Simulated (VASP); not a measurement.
# H12CO8 in VASP: a series of runs

H12CO8 is run at these levels: PBE+D3(BJ); tasks: single point.

All numbers are computed with VASP 6.6.1; they aren't measurements. Logs are shortened: lines on timing, memory, paths and dates and some standing lists are left out, and cuts for length are marked.

## (1) The cell of the first run

The cell holds an amorphous packing of atoms, 21 atoms: a = 6.266 Å, b = 6.266 Å, c = 6.266 Å, α = 90.00°, β = 90.00°, γ = 90.00°.

## (2) Single point, PBE+D3(BJ)

The input, INCAR:

```
PREC     = Accurate       # precision mode
ENCUT    = 520            # plane-wave cutoff, eV
EDIFF    = 1E-6           # SCF threshold, eV
ISMEAR   = -1             # smearing method
SIGMA    = 0.02           # smearing width, eV
LREAL    = F              # projectors in reciprocal space
LASPH    = T              # aspherical terms in the spheres
NELM     = 120            # most SCF steps
ALGO     = Normal         # electronic algorithm
ISIF     = 2              # what is computed and relaxed
LWAVE    = F              # write WAVECAR
LCHARG   = F              # write CHGCAR
GGA      = PE             # functional
IVDW     = 12             # dispersion correction
NBANDS   = 48             # bands
GGA_COMPAT= F
```

The input, KPOINTS:

```
regular mesh
0
Gamma
  1 1 1
```

The input, POSCAR:

```
H12CO8
1.0
    6.2658270000      0.0000000000      0.0000000000
    0.0000000000      6.2658270000      0.0000000000
    0.0000000000      0.0000000000      6.2658270000
O H C
8 12 1
Direct
    0.1749649328      0.0353824004      0.9296617988
    0.5996814148      0.5044984485      0.4592051456
    0.9490048161      0.3065038342      0.2508846797
    0.2624234598      0.6931247862      0.1967657262
    0.9555642057      0.6266211946      0.8101085459
    1.0935667391      0.9451425965      0.5080733956
    0.6820807533      0.1713261474      0.8130770288
    0.5833707187      0.0472882510      1.1503349837
    0.0917995342      0.1429340453      0.9898453947
    0.1737839235      0.0569916788      0.7714703901
    0.5435036748      0.3722094466      0.5191972265
    0.6751542933      0.4605617104      0.3252244277
    1.0253554718      0.4403728351      0.2879428366
    1.0080872006      0.1926960320      0.3595854147
    0.2854691009      0.8290206544      0.1211492114
    0.3967552886      0.6586680417      0.2811600129
    0.8993545465      0.4827774530      0.7760188719
    1.0315477909      0.6004474749      0.9478716856
    1.1506222562      0.8457622593      0.3975213487
    1.0406287949      0.8527206385      0.6263339221
    0.6383195706      0.0885437788      0.9753062126
```

Potentials or basis: VASP PAW PBE potentials, release 64 (O, H, C).

Command:

```console
$ cat potpaw_PBE.64/O/POTCAR potpaw_PBE.64/H/POTCAR potpaw_PBE.64/C/POTCAR > POTCAR
$ mpirun -np 1 vasp_gam > vasp.out
```

OUTCAR:

```text
PREC = Accurate
   ENCUT = 520
   EDIFF = 1E-6
   ISMEAR = -1
   LREAL = F
   LASPH = T
   NELM = 120
   ISIF = 2
   GGA = PE
   IVDW = 12
 IVDW          = 12

 ion  position               nearest neighbor table
   1  0.175  0.035  0.930-   9 0.93  10 1.00
   2  0.600  0.504  0.459-  11 0.98  12 1.00
   3  0.949  0.307  0.251-  13 0.99  14 1.05
   4  0.262  0.693  0.197-  15 0.99  16 1.02
   5  0.956  0.627  0.810-  17 0.99  18 1.00
   6  0.094  0.945  0.508-  20 1.00  19 1.00
   7  0.682  0.171  0.813-  21 1.17
   8  0.583  0.047  0.150-  21 1.18
   9  0.092  0.143  0.990-   1 0.93
  10  0.174  0.057  0.771-   1 1.00
  11  0.544  0.372  0.519-   2 0.98
  12  0.675  0.461  0.325-   2 1.00
  13  0.025  0.440  0.288-   3 0.99
  14  0.008  0.193  0.360-   3 1.05
  15  0.285  0.829  0.121-   4 0.99
  16  0.397  0.659  0.281-   4 1.02
  17  0.899  0.483  0.776-   5 0.99
  18  0.032  0.600  0.948-   5 1.00
  19  0.151  0.846  0.398-   6 1.00
  20  0.041  0.853  0.626-   6 1.00
  21  0.638  0.089  0.975-   7 1.17   8 1.18

  LATTYP: Found a simple cubic cell.
 ALAT       =     6.2658270000

  Lattice vectors:

 A1 = (   6.2658270000,   0.0000000000,   0.0000000000)
 A2 = (   0.0000000000,   6.2658270000,   0.0000000000)
 A3 = (   0.0000000000,   0.0000000000,   6.2658270000)

Analysis of symmetry for initial positions (statically):
=====================================================================
 Subroutine PRICEL returns:
 Original cell was already a primitive cell.

 Routine SETGRP: Setting up the symmetry group for a
 simple cubic supercell.

 Subroutine GETGRP returns: Found  1 space group operations
 (whereof  1 operations were pure point group operations)
 out of a pool of 48 trial point group operations.

The static configuration has the point symmetry C_1 .

Analysis of symmetry for dynamics (positions and initial velocities):
=====================================================================
 Subroutine PRICEL returns:
 Original cell was already a primitive cell.

 Routine SETGRP: Setting up the symmetry group for a
 simple cubic supercell.

 Subroutine GETGRP returns: Found  1 space group operations
 (whereof  1 operations were pure point group operations)
 out of a pool of 48 trial point group operations.

The dynamic configuration has the point symmetry C_1 .

 Subroutine INISYM returns: Found  1 space group operations
 (whereof  1 operations are pure point group operations),
 and found     1 'primitive' translations

----------------------------------------------------------------------------------------

                                     Primitive cell

  volume of cell :     246.0001

  direct lattice vectors                    reciprocal lattice vectors
     6.265827000  0.000000000  0.000000000     0.159595852  0.000000000  0.000000000
     0.000000000  6.265827000  0.000000000     0.000000000  0.159595852  0.000000000
     0.000000000  0.000000000  6.265827000     0.000000000  0.000000000  0.159595852

  length of vectors
     6.265827000  6.265827000  6.265827000     0.159595852  0.159595852  0.159595852

  position of ions in fractional coordinates (direct lattice)
     0.174964933  0.035382400  0.929661799
     0.599681415  0.504498449  0.459205146
     0.949004816  0.306503834  0.250884680
     0.262423460  0.693124786  0.196765726
     0.955564206  0.626621195  0.810108546
     0.093566739  0.945142596  0.508073396
[... 13 lines left out ...]
     0.040628795  0.852720639  0.626333922
     0.638319571  0.088543779  0.975306213

  ion indices of the primitive-cell ions
   primitive index   ion index
                 1           1
                 2           2
                 3           3
                 4           4
                 5           5
                 6           6
[... 13 lines left out ...]
                20          20
                21          21

----------------------------------------------------------------------------------------

 KPOINTS: regular mesh

Automatic generation of k-mesh.
 Grid dimensions read from file:
 generate k-points for:    1    1    1

 Generating k-lattice:

  Cartesian coordinates                     Fractional coordinates (reciprocal lattice)
     0.159595852  0.000000000  0.000000000     1.000000000  0.000000000  0.000000000
     0.000000000  0.159595852  0.000000000     0.000000000  1.000000000  0.000000000
     0.000000000  0.000000000  0.159595852     0.000000000  0.000000000  1.000000000

  Length of vectors
     0.159595852  0.159595852  0.159595852

  Shift w.r.t. Gamma in fractional coordinates (k-lattice)
     0.000000000  0.000000000  0.000000000

 Subroutine IBZKPT returns following result:
 ===========================================

 Found      1 irreducible k-points:

 Following reciprocal coordinates:
            Coordinates               Weight
  0.000000  0.000000  0.000000      1.000000
   k-points           NKPTS =      1   k-points in BZ     NKDIM =      1   number of bands    NBANDS=     48
   number of dos      NEDOS =    301   number of ions     NIONS =     21
   total plane-waves  NPLWV = 110592
   dimension x,y,z NGX =    48 NGY =   48 NGZ =   48
   dimension x,y,z NGXF=    96 NGYF=   96 NGZF=   96
   ions per type =               8  12   1
   NGX,Y,Z   is equivalent  to a cutoff of  12.74, 12.74, 12.74 a.u.
   NGXF,Y,Z  is equivalent  to a cutoff of  25.47, 25.47, 25.47 a.u.
 SYSTEM =  unknown system
   PREC   = accura    normal or accurate (medium, high low for compatibility)
   ISTART =      0    job   : 0-new  1-cont  2-samecut
   ICHARG =      2    charge: 1-file 2-atom 10-const
   ISPIN  =      1    spin polarized calculation?
   LNONCOLLINEAR =      F non collinear calculations
   LSORBIT =      F    spin-orbit coupling
   LASPH  =      T    aspherical Exc in radial PAW
   ENCUT  =  520.0 eV  38.22 Ry    6.18 a.u.  11.65 11.65 11.65*2*pi/ulx,y,z
   NELM   =    120;   NELMIN=  2; NELMDL= -5     # of ELM steps
   EDIFF  = 0.1E-05   stopping-criterion for ELM
   LREAL  =      F    real-space projection
   EDIFFG = 0.1E-04   stopping-criterion for IOM
   NSW    =      0    number of steps for IOM
   IBRION =     -1    ionic relax: 0-MD 1-quasi-New 2-CG
   NFREE  =      0    steps in history (QN), initial steepest desc. (CG)
   ISIF   =      2    stress and relaxation
   ISYM   =      2    0-nonsym 1-usesym 2-fastsym
   POTIM  = 0.5000    time-step for ionic-motion
   TEBEG  =    0.0;   TEEND  =   0.0 temperature during run
   PSTRESS=    0.0 pullay stress
   NELECT =      64.0000    total number of electrons
   NUPDOWN=      -1.0000    fix difference up-down
   EMIN   =  10.00;   EMAX   =-10.00  energy-range for DOS
   EFERMI =   0.00;   METHOD = LEGACY
   ISMEAR =    -1;   SIGMA  =   0.02  broadening in eV -4-tet -1-fermi 0-gaus
   EFERMI_NEDOS =   21; number of points for ismear=-14 and -15
   IALGO  =     38    algorithm
   IMIX   =      4    mixing-type and parameters
     AMIX     =   0.40;   BMIX     =  1.00
     AMIX_MAG =   1.60;   BMIX_MAG =  1.00
  volume/ion in A,a.u.               =      11.71        79.05
  Fermi-wavevector in a.u.,A,eV,Ry     =   1.045097  1.974946 14.860648  1.092227
  Thomas-Fermi vector in A             =   2.179878
   LORBIT       =      0    0 simple, 1 ext, 2 COOP (PROOUT), +10 PAW based schemes
   GGA     = PE    functional components
   LHFCALC =     F    Hartree Fock is set to
   AEXX    =    0.0000 exact exchange contribution
   IVDW    =    12    specifies the selected vdW correction
   LEPSILON=     F    determine dielectric tensor
   LRPA    =     F    only Hartree local field effects (RPA)
 non-spin polarized calculation
  energy-cutoff  :      520.00
  volume of cell :      246.00
 maximum number of plane-waves:      3310
 NGX is ok and might be reduce to    48
   NGX = 23   NGY = 23   NGZ = 23

 number of electron      64.0000007 magnetization

 Free energy of the ion-electron system (eV)
  ---------------------------------------------------
  ext. energy  EPLUGINS =         0.00000000
  ---------------------------------------------------
  free energy    TOTEN  =      -110.00693140 eV

  energy without entropy =     -110.00693140  energy(sigma->0) =     -110.00693140

 E-fermi :  -3.2765     XC(G=0):  -6.6478

 val. band max:       -3.8171609283   @ k =   0.0000   0.0000   0.0000
 cond. band min:       0.7101654265   @ k =   0.0000   0.0000   0.0000
 fundamental gap:      4.5273263548
 Fermi energy:        -3.2764585666

 k-point     1 :       0.0000    0.0000    0.0000
  band No.  band energies     occupation
      1     -25.8969      2.00000
      2     -24.7894      2.00000
      3     -22.3649      2.00000
      4     -22.0107      2.00000
      5     -21.8696      2.00000
      6     -21.8333      2.00000
[... 36 lines left out ...]
     43       6.5375      0.00000
     44       6.7028      0.00000
 [bands above 44 left out]

------------------------ aborting loop because EDIFF is reached ----------------------------------------

 Edisp (eV)   -0.73475

 E8    (eV) :    -0.1578

  FORCE on cell =-STRESS in cart. coord.  units (eV):
  Direction    XX          YY          ZZ          XY          YZ          ZX
  --------------------------------------------------------------------------------------
  -------------------------------------------------------------------------------------
  Total       0.00695    -2.69893    -4.28042     0.30661     2.82925    -1.86742
  in kB       0.04528   -17.57790   -27.87803     1.99690    18.42668   -12.16232
  external pressure =      -15.14 kB  Pullay stress =        0.00 kB

 VOLUME and BASIS-vectors are now :
 -----------------------------------------------------------------------------
  energy-cutoff  :      520.00
  volume of cell :      246.00
      direct lattice vectors                 reciprocal lattice vectors
     6.265827000  0.000000000  0.000000000     0.159595852  0.000000000  0.000000000
     0.000000000  6.265827000  0.000000000     0.000000000  0.159595852  0.000000000
     0.000000000  0.000000000  6.265827000     0.000000000  0.000000000  0.159595852

 POSITION                                       TOTAL-FORCE (eV/Angst)
 -----------------------------------------------------------------------------------
      1.09630      0.22170      5.82510         1.497232     -1.385899     -1.771119
      3.75750      3.16110      2.87730        -0.077681      0.178690     -1.020877
      5.94630      1.92050      1.57200         1.306611     -0.757155      1.379486
      1.64430      4.34300      1.23290         0.822639     -0.220831      0.823336
      5.98740      3.92630      5.07600         0.171917     -1.172076      0.889590
      0.58627      5.92210      3.18350        -0.176761      0.040091      0.364924
[... 13 lines left out ...]
      0.25457      5.34300      3.92450        -0.107230     -0.037055     -0.661971
      3.99960      0.55480      6.11110        -0.703098      1.328096      1.238275
 -----------------------------------------------------------------------------------
    total drift:                                0.001241     -0.000444     -0.000695

  FREE ENERGIE OF THE ION-ELECTRON SYSTEM (eV)
  ---------------------------------------------------
  free  energy   TOTEN  =      -110.7416802165 eV

  energy  without entropy=     -110.7416802165  energy(sigma->0) =     -110.74168022
```

Run time: 38 s. Hardware: 1 thread of Intel Xeon 8259CL, shared host; peak memory 0.31 GiB.

Results:

```
Free energy                : -110.7417 eV
Pressure                   : -1.5 GPa
Largest force              : 2.702 eV/Å
Band gap on the k mesh     : 4.53 eV
Dispersion energy per atom : -0.035 eV
```

Forces on the atoms (eV/Å):
```
O    1.497 -1.386 -1.771
O   -0.078  0.179 -1.021
O    1.307 -0.757  1.379
O    0.823 -0.221  0.823
O    0.172 -1.172  0.890
O   -0.177  0.040  0.365
O    0.386 -0.486 -0.732
O    0.360 -0.881 -0.450
H   -1.295  1.881  1.214
H    0.098 -0.236  0.811
H    0.133  0.054 -0.157
H   -0.150 -0.193  1.140
H   -0.095 -0.647 -0.249
H   -0.963  1.222 -1.253
H   -0.042 -0.124 -0.303
H   -0.938  0.075 -0.531
H    0.014  0.863 -0.123
H   -0.200  0.476 -0.856
H   -0.041  0.021  0.246
H   -0.107 -0.037 -0.662
C   -0.703  1.328  1.238
```

Caveat: the k points lie up to 1.00 Å⁻¹ apart.

## (3) Single point, PBE+D3(BJ)

The input, INCAR:

```
SYSTEM = H12CO8
  PREC = Accurate
  ENCUT = 520
  EDIFF = 1E-6
  ISMEAR = -1
  SIGMA = 0.02
  LREAL = .FALSE.
  LASPH = .TRUE.
  NELM = 120
  ALGO = Normal
  ISIF = 2
  LWAVE = .FALSE.
  LCHARG = .FALSE.
  GGA = PE
  IVDW = 12
  NBANDS = 48
  GGA_COMPAT = .FALSE.
```

The input, KPOINTS:

```
regular mesh
0
G
  1 1 1
  0 0 0
```

The input, POSCAR:

```
H12CO8
1.0
    6.2658270000      0.0000000000      0.0000000000
    0.0000000000      6.2658270000      0.0000000000
    0.0000000000      0.0000000000      6.2658270000
O H C
8 12 1
Direct
    0.1953932019      0.0286634151      0.9807005524
    0.6324464432      0.5446687245      0.3548613774
    0.9859991347      0.3341139166      0.2498792258
    0.2335366106      0.7113027538      0.2335206510
    0.8506299328      0.6066717131      0.6987744794
    1.0943647183      1.0058847779      0.5390190313
    0.6989659944      0.1098019463      0.8599822497
    0.6264935179      0.0058252486      1.2182270593
    0.0902514544      0.0892938793      1.0729788741
    0.1402049562      0.0263333156      0.8294994420
    0.5598941688      0.4133372977      0.3879136784
    0.7567077738      0.4856182592      0.2699244649
    1.1235867189      0.4227853721      0.2446764011
    1.0232807258      0.2529115470      0.3748268186
    0.2173535912      0.8062303667      0.1028116480
    0.3853122660      0.6893264050      0.2654877002
    0.7588782774      0.5718319385      0.5810246596
    0.8488903380      0.5037962267      0.8057037004
    1.1477814501      0.9066001982      0.4322813254
    0.9622672314      0.9406898722      0.5729969883
    0.6670149048      0.0367070460      1.0304944583
```

Potentials or basis: VASP PAW PBE potentials, release 64 (O, H, C).

Command:

```console
$ cat potpaw_PBE.64/O/POTCAR potpaw_PBE.64/H/POTCAR potpaw_PBE.64/C/POTCAR > POTCAR
$ mpirun -np 1 vasp_gam > vasp.out
```

Run time: 40 s. Hardware: 1 thread of Intel Xeon 8259CL, shared host; peak memory 0.34 GiB.

It converged, with:

* Free energy: -110.6619 eV
* Pressure: 0.7 GPa
* Largest force: 3.648 eV/Å
* Band gap on the k mesh: 4.12 eV
* Dispersion energy per atom: -0.036 eV

Forces in eV/Å, atoms in the order of the input:
```
O    0.517 -0.706 -1.788
O    0.220 -0.202 -0.877
O    1.780  1.033 -0.916
O   -0.352 -0.244  0.109
O    1.301  2.420 -0.088
O    0.536  1.257  0.188
O    0.113 -0.854  0.209
O    0.920 -0.184 -3.525
H   -0.715  0.997  0.390
H    0.491  0.060  0.864
H   -0.526 -0.491  0.237
H   -0.086  0.343  0.565
H   -1.602  0.187 -0.567
H   -0.362 -1.188  1.219
H    0.417 -0.177  0.438
H    0.136  0.142 -0.231
H   -0.782 -0.421 -0.749
H   -0.158 -1.661  1.359
H    0.771 -0.815 -0.594
H   -1.505 -0.704  0.579
C   -1.114  1.207  3.178
```

Stress tensor (GPa, compression positive):
```
 1.73  0.39  0.22
 0.39  1.08 -0.40
 0.22 -0.40 -0.64
```

Levels at points of the mesh, in eV from the valence-band top:
```csv
k point,band 28,band 29,band 30,band 31,band 32,band 33,band 34,band 35,band 36,band 37
"(0.00, 0.00, 0.00)",-0.89,-0.73,-0.58,-0.36,0.00,4.12,5.52,5.77,7.86,8.12
```

Caveat: the k points lie up to 1.00 Å⁻¹ apart.
